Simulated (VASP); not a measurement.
Write the native input for VASP 6.6.1 that does the following.

```yaml
Task: single point
Functional: PBE
Potentials_or_basis: VASP PAW PBE potentials, release 64 (Ni)
Cutoff: 600 eV
k_mesh: 8 × 8 × 8
Occupations: methfessel-paxton, width 0.1 eV
Spin: collinear spin, ferromagnetic start
Starting_moments: "[0.81] μB"
Dipole_correction: no
Further_INCAR_settings: ALGO = Normal; EDIFF = 1e-06; NBANDS = 15
```

The structure of Ni lies in POSCAR:

```
Ni
1.0
    0.0000000000      1.7679500000      1.7679500000
    1.7679500000      0.0000000000      1.7679500000
    1.7679500000      1.7679500000      0.0000000000
Ni
1
Direct
    0.0000000000      0.0000000000      0.0000000000
```

The input as run:

INCAR

```
PREC = Accurate
ENCUT = 600
EDIFF = 1E-6
ISMEAR = 1
SIGMA = 0.1
LREAL = False
LASPH = True
NELM = 200
ALGO = Normal
ISIF = 2
LWAVE = False
LCHARG = True
ISPIN = 2
MAGMOM = 0.81
LORBIT = 11
LMAXMIX = 4
GGA = PE
LELF = True
LVHAR = True
NBANDS = 15
GGA_COMPAT = False
```

KPOINTS

```
Automatic mesh
0
Gamma
  8 8 8
```

Potentials or basis: VASP PAW PBE potentials, release 64 (Ni).

Launch:

```bash
$ cat potpaw_PBE.64/Ni/POTCAR > POTCAR
$ mpirun -np 1 vasp_std > vasp.out
```

Results of the run:

```yaml
Pressure: -2.9 GPa
Net_moment: 0.70 μB per cell
Site_moments: Ni +0.71 μB
Valence_electrons_inside_the_program's_atomic_spheres: Ni 9.28
```

Caveat: the k points lie up to 0.38 Å⁻¹ apart.

It took 11 s on 1 thread of AMD EPYC 7R13 Processor (Zen 3), on a shared host, peak memory 0.1 GiB.
